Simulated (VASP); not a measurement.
# Mg2AlCoC6N6 (Fm-3m) in VASP: a series of runs, part 2 of 2

VASP 6.6.1.

## (3) Single point, PBE

This run uses another cell than the first one, of 16.16 Å³/atom.

INCAR reads:

```
PREC = Accurate
ENCUT = 520
EDIFF = 1E-7
ISMEAR = 0
SIGMA = 0.1
LREAL = Auto
LASPH = True
NELM = 60
ALGO = Normal
ISIF = 2
LWAVE = False
LCHARG = False
GGA = PE
NBANDS = 49
```

KPOINTS reads:

```
Automatic mesh
0
Gamma
  6 6 6
```

POSCAR reads:

```
Mg2AlCoC6N6
1.0
    0.0000000000      5.0560561021      5.0560561021
    5.0560561021      0.0000000000      5.0560561021
    5.0560561021      5.0560561021      0.0000000000
Mg Al Co C N
2 1 1 6 6
Direct
    0.2500000000      0.2500000000      0.2500000000
    0.7500000000      0.7500000000      0.7500000000
    0.5000000000      0.5000000000      0.5000000000
    0.0000000000      0.0000000000      0.0000000000
    0.8122434738      0.1877565262      0.1877565262
    0.1877565262      0.8122434738      0.1877565262
    0.1877565262      0.1877565262      0.8122434738
    0.1877565262      0.8122434738      0.8122434738
    0.8122434738      0.1877565262      0.8122434738
    0.8122434738      0.8122434738      0.1877565262
    0.6967427654      0.3032572346      0.3032572346
    0.3032572346      0.6967427654      0.3032572346
    0.3032572346      0.3032572346      0.6967427654
    0.3032572346      0.6967427654      0.6967427654
    0.6967427654      0.3032572346      0.6967427654
    0.6967427654      0.6967427654      0.3032572346
```

Potentials or basis: VASP PAW PBE potentials, release 64 (Mg, Al, Co, C, N).

Command:

```bash
cat potpaw_PBE.64/Mg/POTCAR potpaw_PBE.64/Al/POTCAR potpaw_PBE.64/Co/POTCAR potpaw_PBE.64/C/POTCAR potpaw_PBE.64/N/POTCAR > POTCAR
mpirun -np 1 vasp_std > vasp.out
```

Wall time 9.9 min (1 thread of Intel Xeon Platinum 8488C (Sapphire Rapids), shared host); peak memory 0.47 GiB.

The run converged. Its results:

```yaml
Free_energy: -114.9197 eV
Pressure: 0.5 GPa
Largest_force: 0.420 eV/Å
Band_gap_on_the_k_mesh: 0.05 eV
```

Forces on the atoms (eV/Å):
```
Mg   0.000  0.000  0.000
Mg   0.000  0.000  0.000
Al   0.000  0.000  0.000
Co   0.000  0.000  0.000
C   -0.418  0.000  0.000
C    0.000 -0.418  0.000
C    0.000  0.000 -0.418
C    0.418  0.000  0.000
C    0.000  0.418  0.000
C    0.000  0.000  0.418
N    0.420  0.000  0.000
N    0.000  0.420  0.000
N    0.000  0.000  0.420
N   -0.420  0.000  0.000
N    0.000 -0.420  0.000
N    0.000  0.000 -0.420
```

Levels at points of the mesh, in eV from the valence-band top:
| k point | band 32 | band 33 | band 34 | band 35 | band 36 | band 37 | band 38 | band 39 |
| --- | --- | --- | --- | --- | --- | --- | --- | --- |
| (0.00, 0.00, 0.00) | -4.29 | -4.29 | -1.22 | -0.31 | 0.25 | 0.25 | 0.99 | 0.99 |
| (0.50, 0.00, 0.00) | -4.00 | -4.00 | -0.32 | -0.30 | 0.18 | 0.18 | 1.53 | 1.56 |
| (0.50, 0.50, 0.00) | -3.81 | -3.81 | -0.23 | 0.00 | 0.05 | 0.30 | 1.22 | 2.09 |

## (4) Relaxation of cell and atoms, PBE

INCAR reads:

```
SYSTEM = Mg2AlCoC6N6
PREC = Accurate ; ENCUT = 600
EDIFF = 1E-6 ; ISMEAR = 0
SIGMA = 0.01 ; LREAL = Auto
LASPH = .True. ; NELM = 100
ALGO = Normal ; ISIF = 3
LWAVE = .False. ; LCHARG = .False.
GGA = PE ; IBRION = 2
NSW = 100 ; EDIFFG = -0.01
```

KPOINTS reads:

```
regular mesh
0
Gamma
  6 6 6
  0 0 0
```

POSCAR reads:

```
Mg2AlCoC6N6
1.0
    0.0000000000      5.0555504084      5.0555504084
    5.0555504084      0.0000000000      5.0555504084
    5.0555504084      5.0555504084      0.0000000000
Mg Al Co C N
2 1 1 6 6
Direct
    0.2500000000      0.2500000000      0.2500000000
    0.7500000000      0.7500000000      0.7500000000
    0.5000000000      0.5000000000      0.5000000000
    0.0000000000      0.0000000000      0.0000000000
    0.8122480274      0.1877519726      0.1877519726
    0.1877519726      0.8122480274      0.1877519726
    0.1877519726      0.1877519726      0.8122480274
    0.1877519726      0.8122480274      0.8122480274
    0.8122480274      0.1877519726      0.8122480274
    0.8122480274      0.8122480274      0.1877519726
    0.6967168162      0.3032831838      0.3032831838
    0.3032831838      0.6967168162      0.3032831838
    0.3032831838      0.3032831838      0.6967168162
    0.3032831838      0.6967168162      0.6967168162
    0.6967168162      0.3032831838      0.6967168162
    0.6967168162      0.6967168162      0.3032831838
```

Command:

```bash
cat potpaw_PBE.64/Mg/POTCAR potpaw_PBE.64/Al/POTCAR potpaw_PBE.64/Co/POTCAR potpaw_PBE.64/C/POTCAR potpaw_PBE.64/N/POTCAR > POTCAR
mpirun -np 1 vasp_std > vasp.out
```

Run time: 53 min. Hardware: 1 thread of Intel Xeon Platinum 8488C (Sapphire Rapids), shared host; peak memory 0.62 GiB.

It converged, with:

* Free energy: -114.9293 eV
* Relaxed volume: 16.08 Å³/atom
* Relaxed cell: a = 7.140 Å, b = 7.140 Å, c = 7.140 Å, α = 60.00°, β = 60.00°, γ = 60.00°
* Space group after relaxing (to 0.1 Å): Fm-3m (No. 225)
* Energy gained by relaxing: 0.3 meV/atom
* Ionic steps: 13
* Pressure after relaxing: 0.0 GPa
* Largest force after relaxing: 0.006 eV/Å
* Band gap on the k mesh: 0.03 eV

Forces in eV/Å, atoms in the order of the input:
```
Mg   0.000  0.000  0.000
Mg   0.000  0.000  0.000
Al   0.000  0.000  0.000
Co   0.000  0.000  0.000
C   -0.006  0.000  0.000
C    0.000 -0.006  0.000
C    0.000  0.000 -0.006
C    0.006  0.000  0.000
C    0.000  0.006  0.000
C    0.000  0.000  0.006
N   -0.001  0.000  0.000
N    0.000 -0.001  0.000
N    0.000  0.000 -0.001
N    0.001  0.000  0.000
N    0.000  0.001  0.000
N    0.000  0.000  0.001
```

Step by step:
```tsv
step	energy change (eV)	largest force (eV/Å)	pressure (GPa)	volume (Å³)
1	0.0000	0.3826	0.16	258.43
2	0.3308	3.3713	-4.17	259.03
3	-0.0032	0.0216	-0.27	258.48
4	-0.0032	0.0282	-0.30	258.48
5	-0.0044	0.0176	-0.07	257.57
6	-0.0045	0.0190	-0.05	257.38
7	-0.0044	0.0214	0.02	257.00
8	-0.0044	0.0192	0.02	257.20
9	-0.0045	0.0185	0.00	257.28
10	-0.0045	0.0189	0.00	257.32
11	-0.0045	0.0187	-0.01	257.35
12	-0.0041	0.1302	0.16	257.29
13	-0.0045	0.0057	0.01	257.34
```

Final structure:
```yaml
crystal:
  lattice:
    - [0.00000, 5.04847, 5.04847]
    - [5.04847, 0.00000, 5.04847]
    - [5.04847, 5.04847, 0.00000]
  atoms:
    - { symbol: Mg, position: [0.25000, 0.25000, 0.25000] }
    - { symbol: Mg, position: [0.75000, 0.75000, 0.75000] }
    - { symbol: Al, position: [0.50000, 0.50000, 0.50000] }
    - { symbol: Co, position: [0.00000, 0.00000, 0.00000] }
    - { symbol: C, position: [0.81258, 0.18742, 0.18742] }
    - { symbol: C, position: [0.18742, 0.81258, 0.18742] }
    - { symbol: C, position: [0.18742, 0.18742, 0.81258] }
    - { symbol: C, position: [0.18742, 0.81258, 0.81258] }
    - { symbol: C, position: [0.81258, 0.18742, 0.81258] }
    - { symbol: C, position: [0.81258, 0.81258, 0.18742] }
    - { symbol: N, position: [0.69662, 0.30338, 0.30338] }
    - { symbol: N, position: [0.30338, 0.69662, 0.30338] }
    - { symbol: N, position: [0.30338, 0.30338, 0.69662] }
    - { symbol: N, position: [0.30338, 0.69662, 0.69662] }
    - { symbol: N, position: [0.69662, 0.30338, 0.69662] }
    - { symbol: N, position: [0.69662, 0.69662, 0.30338] }
```

Levels at points of the mesh, in eV from the valence-band top:
| k point | band 32 | band 33 | band 34 | band 35 | band 36 | band 37 | band 38 | band 39 |
| --- | --- | --- | --- | --- | --- | --- | --- | --- |
| (0.00, 0.00, 0.00) | -4.41 | -4.41 | -1.19 | -0.27 | 0.20 | 0.20 | 0.92 | 0.92 |
| (0.50, 0.00, 0.00) | -4.10 | -4.10 | -0.28 | -0.26 | 0.13 | 0.13 | 1.47 | 1.51 |
| (0.50, 0.50, 0.00) | -3.90 | -3.90 | -0.19 | 0.00 | 0.03 | 0.25 | 1.16 | 2.03 |

A k mesh can miss the band edges. Spin polarisation is off, so any magnetic state and its effect on volume and gap are missing.

## (5) Single point, PBE, collinear spin, ferromagnetic start

INCAR reads:

```
PREC = Accurate ; ENCUT = 520
EDIFF = 1E-7 ; ISMEAR = 0
SIGMA = 0.1 ; LREAL = Auto
LASPH = True ; NELM = 150
ALGO = Normal ; ISIF = 2
LWAVE = False ; LCHARG = False
ISPIN = 2 ; MAGMOM = 0 0 0 3 0 0 0 0 0 0 0 0 0 0 0 0
LORBIT = 11 ; LMAXMIX = 4
GGA = PE ; NBANDS = 53
```

KPOINTS reads:

```
Automatic mesh
0
Gamma
  4 4 4
```

POSCAR reads:

```
Mg2AlCoC6N6
1.0
    0.0000000000      5.0495000000      5.0495000000
    5.0495000000      0.0000000000      5.0495000000
    5.0495000000      5.0495000000      0.0000000000
Mg Al Co C N
2 1 1 6 6
Direct
    0.2500000000      0.2500000000      0.2500000000
    0.7500000000      0.7500000000      0.7500000000
    0.5000000000      0.5000000000      0.5000000000
    0.0000000000      0.0000000000      0.0000000000
    0.8101792300      0.1898207700      0.1898207700
    0.1898207700      0.8101792300      0.1898207700
    0.1898207700      0.1898207700      0.8101792300
    0.1898207700      0.8101792300      0.8101792300
    0.8101792300      0.1898207700      0.8101792300
    0.8101792300      0.8101792300      0.1898207700
    0.6943261700      0.3056738300      0.3056738300
    0.3056738300      0.6943261700      0.3056738300
    0.3056738300      0.3056738300      0.6943261700
    0.3056738300      0.6943261700      0.6943261700
    0.6943261700      0.3056738300      0.6943261700
    0.6943261700      0.6943261700      0.3056738300
```

Command:

```bash
cat potpaw_PBE.64/Mg/POTCAR potpaw_PBE.64/Al/POTCAR potpaw_PBE.64/Co/POTCAR potpaw_PBE.64/C/POTCAR potpaw_PBE.64/N/POTCAR > POTCAR
mpirun -np 1 vasp_std > vasp.out
```

It took 14 min on 1 thread of Intel Xeon Platinum 8488C (Sapphire Rapids), shared host; peak memory 0.61 GiB.

It converged, with:

```
Free energy                                           : -114.8895 eV
Pressure                                              : 0.5 GPa
Largest force                                         : 0.422 eV/Å
Net moment                                            : 0.16 μB per cell
Site moments                                          : Mg -0.00; Al +0.00; Co +0.12; C +0.01; N -0.00 μB
Valence electrons inside the program's atomic spheres : Mg 0.37; Al 0.67; Co 8.82; C 2.56; N 3.93
```

Forces in eV/Å, atoms in the order of the input:
```
Mg   0.000  0.000  0.000
Mg   0.000  0.000  0.000
Al   0.000  0.000  0.000
Co   0.000  0.000  0.000
C   -0.422  0.000  0.000
C    0.000 -0.422  0.000
C    0.000  0.000 -0.422
C    0.422  0.000  0.000
C    0.000  0.422  0.000
C    0.000  0.000  0.422
N   -0.070  0.000  0.000
N    0.000 -0.070  0.000
N    0.000  0.000 -0.070
N    0.070  0.000  0.000
N    0.000  0.070  0.000
N    0.000  0.000  0.070
```

Levels at points of the mesh, in eV from the Fermi level:
Spin up:
```csv
k point,band 33,band 34,band 35,band 36,band 37,band 38
"(0.00, 0.00, 0.00)",-4.14,-1.19,-0.29,0.18,0.18,1.02
"(0.50, 0.00, 0.00)",-3.84,-0.30,-0.28,0.11,0.11,1.61
"(0.50, 0.50, 0.00)",-3.66,-0.21,-0.01,0.00,0.23,1.29
```
Spin down:
```tsv
k point	band 33	band 34	band 35	band 36	band 37	band 38
(0.00, 0.00, 0.00)	-4.08	-1.20	-0.30	0.32	0.32	1.04
(0.50, 0.00, 0.00)	-3.79	-0.31	-0.28	0.26	0.26	1.62
(0.50, 0.50, 0.00)	-3.60	-0.21	0.00	0.14	0.38	1.31
```

## (6) Summary

```csv
task,spin,cell,k mesh,cutoff (eV),smearing,gap on the mesh (eV),pressure (GPa),largest force (eV/Å)
single point,off,"a = 7.145 Å, angles 60.0°, 16 atoms, atomic positions A",6 × 6 × 6,520,gaussian 0.01 eV,0.04,0.4,0.42
single point,off,"a = 7.150 Å, angles 60.0°, 16 atoms, atomic positions B",6 × 6 × 6,520,gaussian 0.1 eV,0.05,0.5,0.42
relaxation of cell and atoms,off,"relaxed from a = 7.150 Å, angles 60.0°, 16 atoms, atomic positions B",6 × 6 × 6,600,gaussian 0.01 eV,0.03,0.0,0.01
single point,"collinear, ferromagnetic start","a = 7.141 Å, angles 60.0°, 16 atoms, atomic positions C",4 × 4 × 4,520,gaussian 0.1 eV,none,0.5,0.42
```

Alike in all rows: level PBE; potentials or basis VASP PAW PBE potentials, release 64 (Mg, Al, Co, C, N).

Absolute energies hang on the potentials; compare differences alone.
